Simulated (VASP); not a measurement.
# Be2H (P-3m1) in VASP: notebook, part 2 of 3

VASP 6.6.1. Earlier steps stand in the parts before.

## 3. Relaxation of cell and atoms, PBE

This run uses another cell than the first one, of 6.62 Å³/atom, 0.995 times its volume.

INCAR

```
SYSTEM = Be2H
PREC = Accurate ; ENCUT = 600
EDIFF = 1E-7 ; ISMEAR = 0
SIGMA = 0.1 ; LREAL = .FALSE.
LASPH = .TRUE. ; NELM = 100
ALGO = Normal ; ISIF = 3
LWAVE = .FALSE. ; LCHARG = .FALSE.
GGA = PE ; IBRION = 2
NSW = 100 ; EDIFFG = -0.01
```

KPOINTS

```
Automatic mesh
0
G
  24 24 12
  0 0 0
```

POSCAR

```
Be2H
1.0
    2.5146888655      0.0000000000      0.0000000000
   -1.2573444328      2.1777844402      0.0000000000
    0.0000000000      0.0000000000      3.6263618944
Be H
2 1
Direct
    0.3333333333      0.6666666667      0.7367466535
    0.6666666667      0.3333333333      0.2632533465
    0.0000000000      0.0000000000      0.0000000000
```

Potentials or basis: VASP PAW PBE potentials, release 64 (Be, H).

Started as:

```sh
$ cat potpaw_PBE.64/Be/POTCAR potpaw_PBE.64/H/POTCAR > POTCAR
$ mpirun -np 1 vasp_std > vasp.out
```

Wall time 83 s (1 thread of AMD EPYC 9R45 (Zen 5), shared host); peak memory 0.2 GiB.

It converged, with:

```yaml
Free_energy: -9.5325 eV
Relaxed_volume: 6.67 Å³/atom
Relaxed_cell: a = 2.540 Å, b = 2.540 Å, c = 3.579 Å, α = 90.00°, β = 90.00°, γ = 120.00°
Space_group_after_relaxing_to_0.05_Å: P-3m1 (No. 164)
Energy_gained_by_relaxing: 1.2 meV/atom
Ionic_steps: 5
Pressure_after_relaxing: -0.1 GPa
```

The path:
| step | energy change (eV) | largest force (eV/Å) | pressure (GPa) | volume (Å³) |
| --- | --- | --- | --- | --- |
| 1 | 0.0000 | 0.0160 | 0.34 | 19.86 |
| 2 | -0.0020 | 0.0260 | 0.22 | 19.90 |
| 3 | -0.0029 | 0.0799 | 0.07 | 19.95 |
| 4 | -0.0035 | 0.0397 | -0.03 | 19.97 |
| 5 | -0.0037 | 0.0005 | -0.11 | 20.00 |

Final structure:
```
Be H
1.0
     2.53995    0.00000    0.00000
    -1.26998    2.19966    0.00000
     0.00000    0.00000    3.57893
Be H
2 1
Direct
  0.33333 0.66667 0.73880
  0.66667 0.33333 0.26120
  0.00000 0.00000 0.00000
```

Levels at points of the mesh, in eV from the Fermi level:
```
           k point  band 1  band 2  band 3  band 4  band 5  band 6
(0.00, 0.00, 0.00)  -13.06   -4.83    0.84   10.65   10.65   12.80
(0.50, 0.00, 0.00)   -8.52   -4.47    2.26    2.30    5.17    5.20
(0.00, 0.00, 0.50)  -12.06   -8.45    9.59   11.30   12.13   12.13
(0.50, 0.00, 0.50)   -7.60   -4.25   -1.39   -0.79    7.66    8.11
```

## 4. Single point, PBE

This run uses another cell than the first one, of 6.62 Å³/atom, 0.995 times its volume.

INCAR

```
SYSTEM = Be2H
  PREC = Accurate
  ENCUT = 520
  EDIFF = 1E-6
  ISMEAR = 0
  SIGMA = 0.1
  LREAL = .FALSE.
  LASPH = .TRUE.
  NELM = 100
  ALGO = Normal
  ISIF = 2
  LWAVE = .FALSE.
  LCHARG = .FALSE.
  GGA = PE
  NBANDS = 10
```

KPOINTS

```
Automatic mesh
0
G
  6 6 6
  0 0 0
```

POSCAR is that of step 3.

Potentials or basis: VASP PAW PBE potentials, release 64 (Be, H).

Started as:

```sh
$ cat potpaw_PBE.64/Be/POTCAR potpaw_PBE.64/H/POTCAR > POTCAR
$ mpirun -np 1 vasp_std > vasp.out
```

OUTCAR:

```text
SYSTEM = Be2H
   PREC = Accurate
   ENCUT = 520
   EDIFF = 1E-6
   ISMEAR = 0
   LREAL = .FALSE.
   LASPH = .TRUE.
   NELM = 100
   ISIF = 2
   GGA = PE

 ion  position               nearest neighbor table
   1  0.333  0.667  0.737-   2 2.25   2 2.25   2 2.25
   2  0.667  0.333  0.263-   1 2.25   1 2.25   1 2.25
   3  0.000  0.000  0.000-

  LATTYP: Found a hexagonal cell.
 ALAT       =     2.5146888655
 C/A-ratio  =     1.4420717983

  Lattice vectors:

[... 503 lines left out ...]

  FORCE on cell =-STRESS in cart. coord.  units (eV):
  Direction    XX          YY          ZZ          XY          YZ          ZX
  --------------------------------------------------------------------------------------
  -------------------------------------------------------------------------------------
  Total        0.0202130      0.0202130     -0.0376298     -0.0000000     -0.0000000     -0.0000000
  in kB        1.6306919      1.6306919     -3.0357929     -0.0000000     -0.0000000     -0.0000000
  external PRESSURE =       0.0751970 kB  Pullay stress =       0.0000000 kB

 VOLUME and BASIS-vectors are now :
 -----------------------------------------------------------------------------
  energy-cutoff  :      520.00
  volume of cell :       19.86
      direct lattice vectors                 reciprocal lattice vectors
     2.514688866  0.000000000  0.000000000     0.397663510  0.229591134  0.000000000
    -1.257344433  2.177784440  0.000000000     0.000000000  0.459182269  0.000000000
     0.000000000  0.000000000  3.626361894     0.000000000  0.000000000  0.275758468

 POSITION                                       TOTAL-FORCE (eV/Angst)
 -----------------------------------------------------------------------------------
     -0.00000      1.45186      2.67171        -0.000000      0.000000      0.013853
      1.25734      0.72593      0.95465         0.000000      0.000000     -0.013853
      0.00000      0.00000      0.00000         0.000000      0.000000      0.000000
 -----------------------------------------------------------------------------------
    total drift:                                0.000000      0.000000     -0.000000

  FREE ENERGIE OF THE ION-ELECTRON SYSTEM (eV)
  ---------------------------------------------------
  free  energy   TOTEN  =        -9.5565097139 eV

  energy  without entropy=       -9.5530892241  energy(sigma->0) =       -9.55479947
```

OSZICAR:

```text
N       E                     dE             d eps       ncg     rms          rms(c)
DAV:   1    -0.399537730679E+01   -0.39954E+01   -0.16905E+03   688   0.352E+02
DAV:   2    -0.954345685634E+01   -0.55481E+01   -0.53625E+01   992   0.612E+01
DAV:   3    -0.963933292773E+01   -0.95876E-01   -0.95691E-01   800   0.508E+00
DAV:   4    -0.963946193461E+01   -0.12901E-03   -0.12900E-03   752   0.235E-01
DAV:   5    -0.963946207522E+01   -0.14062E-06   -0.14041E-06   794   0.760E-03    0.183E+00
DAV:   6    -0.958124892316E+01    0.58213E-01   -0.21278E-02   734   0.693E-01    0.104E+00
DAV:   7    -0.955679502953E+01    0.24454E-01   -0.27175E-02   738   0.804E-01    0.136E-01
DAV:   8    -0.955652110079E+01    0.27393E-03   -0.11148E-03   744   0.172E-01    0.353E-02
DAV:   9    -0.955651056068E+01    0.10540E-04   -0.72514E-05   704   0.429E-02    0.112E-02
DAV:  10    -0.955650941785E+01    0.11428E-05   -0.71764E-06   752   0.132E-02    0.133E-03
DAV:  11    -0.955650971388E+01   -0.29603E-06   -0.18104E-07   346   0.320E-03
   1 F= -.95565097E+01 E0= -.95547995E+01  d E =-.342049E-02
```

stdout:

```text
POSCAR found type information on POSCAR BeH
 POSCAR found :  2 types and       3 ions
 scaLAPACK will be used
 LDA part: xc-table for (Slater+PW92), standard interpolation
 POSCAR, INCAR and KPOINTS ok, starting setup
 FFT: planning ... GRIDC
 FFT: planning ... GRID_SOFT
 FFT: planning ... GRID
 WAVECAR not read
 entering main loop
```

Wall time 3 s (1 thread of AMD EPYC 9R45 (Zen 5), shared host); peak memory 0.09 GiB.

Results:

```
Free energy   : -9.5565 eV
Pressure      : 0.0 GPa
Largest force : 0.014 eV/Å
```

Forces on the atoms (eV/Å):
```
Be   0.000  0.000  0.014
Be   0.000  0.000 -0.014
H    0.000  0.000  0.000
```

Caveat: the k points lie up to 0.48 Å⁻¹ apart.

## 5. Relaxation of cell and atoms, PBE

This run uses another cell than the first one, of 7.67 Å³/atom, 1.152 times its volume.

INCAR

```
SYSTEM = Be2H
ALGO = Normal
EDIFF = 1E-7
EDIFFG = -0.04
ENCUT = 600
GGA = PE
IBRION = 2
ISIF = 3
ISMEAR = 0
LASPH = .True.
LCHARG = .False.
LREAL = .False.
LWAVE = .False.
NELM = 100
NSW = 90
PREC = Accurate
SIGMA = 0.1
```

KPOINTS

```
k-points
0
Gamma
  6 6 6
  0 0 0
```

POSCAR

```
Be2H
1.0
    2.6790000000      0.0000000000      0.0000000000
   -1.3395000000      2.3200820600      0.0000000000
    0.0000000000      0.0000000000      3.7003159900
Be H
2 1
Direct
    0.3333333300      0.6666666700      0.7017894800
    0.6666666700      0.3333333300      0.2982105200
    0.0000000000      0.0000000000      0.0000000000
```

Started as:

```sh
$ cat potpaw_PBE.64/Be/POTCAR potpaw_PBE.64/H/POTCAR > POTCAR
$ mpirun -np 1 vasp_std > vasp.out
```

It took 14 s on 1 thread of AMD EPYC 9R45 (Zen 5), shared host; peak memory 0.11 GiB.

The run converged. Its results:

* Free energy: -9.5573 eV
* Relaxed volume: 6.60 Å³/atom
* Relaxed cell: a = 2.511 Å, b = 2.511 Å, c = 3.628 Å, α = 90.00°, β = 90.00°, γ = 120.00°
* Space group after relaxing (to 0.05 Å): P-3m1 (No. 164)
* Energy gained by relaxing: 111.9 meV/atom
* Ionic steps: 7
* Pressure after relaxing: 0.3 GPa
* Largest force after relaxing: 0.017 eV/Å

Forces in eV/Å, atoms in the order of the input:
```
Be   0.000  0.000  0.017
Be   0.000  0.000 -0.017
H    0.000  0.000  0.000
```

Stress tensor (GPa, compression positive):
```
 0.60  0.00  0.00
 0.00  0.60  0.00
 0.00  0.00 -0.19
```

Step by step:
| step | energy change (eV) | largest force (eV/Å) | pressure (GPa) | volume (Å³) |
| --- | --- | --- | --- | --- |
| 1 | 0.0000 | 1.4419 | -8.31 | 23.00 |
| 2 | -0.2437 | 0.6861 | -7.16 | 21.69 |
| 3 | -0.3231 | 0.0355 | -3.76 | 20.61 |
| 4 | -0.3236 | 0.0979 | -3.37 | 20.52 |
| 5 | -0.3338 | 0.0530 | -0.56 | 19.96 |
| 6 | -0.3346 | 0.0335 | 0.58 | 19.75 |
| 7 | -0.3356 | 0.0169 | 0.33 | 19.81 |

Final structure:
```xyz
3
Lattice="2.5109 0.0000 0.0000 -1.2555 2.1745 0.0000 0.0000 0.0000 3.6277" Properties=species:S:1:pos:R:3 pbc="T T T"
Be    0.0000    1.4497    2.6720
Be    1.2555    0.7248    0.9556
H     0.0000    0.0000    0.0000
```

Levels at points of the mesh, in eV from the Fermi level:
```
           k point  band 1  band 2  band 3  band 4  band 5
(0.00, 0.00, 0.00)  -13.36   -5.36    0.21   10.91   10.91
(0.50, 0.00, 0.00)   -8.69   -4.61    1.83    1.95    4.71
(0.00, 0.00, 0.50)  -12.40   -8.84    8.66   10.50   12.27
(0.50, 0.00, 0.50)   -7.81   -4.49   -1.59   -0.99    7.80
```

Caveat: the k points lie up to 0.48 Å⁻¹ apart in the final cell.

[end of part 2 of 3]
